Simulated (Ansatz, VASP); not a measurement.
**HfN: VASP beside Ansatz**

```
Hf N
1.0
    -0.17054    2.27390    2.27390
     2.10335    0.00000    2.10335
     2.27390    2.27390   -0.17054
Hf N
1 1
Direct
  0.00000 0.00000 0.00000
  0.50000 0.50000 0.50000
```

Change from the starting cell: strain -0.1500 x Voigt [0, 0, 0, 0, 1, 0], atoms carried along.

Alike in both runs: task single point; functional PBE; k mesh 22 × 22 × 22; occupations gaussian, width 0.15 eV; no spin polarisation.

```csv
,VASP,Ansatz
version,VASP 6.6.1,Ansatz 0.2.0
potentials or method,"VASP PAW PBE potentials, release 64 (Hf_pv, N), cutoff 520 eV","scalar-relativistic, plane waves, PAW"
valence electrons in the cell,15,31
```

VASP gave:

```
gap on the k mesh at the Fermi level (eV)                     : none
pressure (GPa)                                                : -0.3
traceless stress, the component that is largest in VASP (GPa) : 20.17
```

Question: Estimate Ansatz's values.

Answer: gap on the k mesh at the Fermi level (eV): none; pressure (GPa): 2.1; traceless stress, the component that is largest in VASP (GPa): 19.89.

A gap of «none» marks a metal or a gap that the smearing closes. With one functional, cell and mesh, what is left measures potentials, basis and numerics. VASP's potentials hold 15 valence electrons a cell and Ansatz's 31, so a difference there can come from the potentials and not from the codes.

Neither program's run includes spin-orbit coupling.
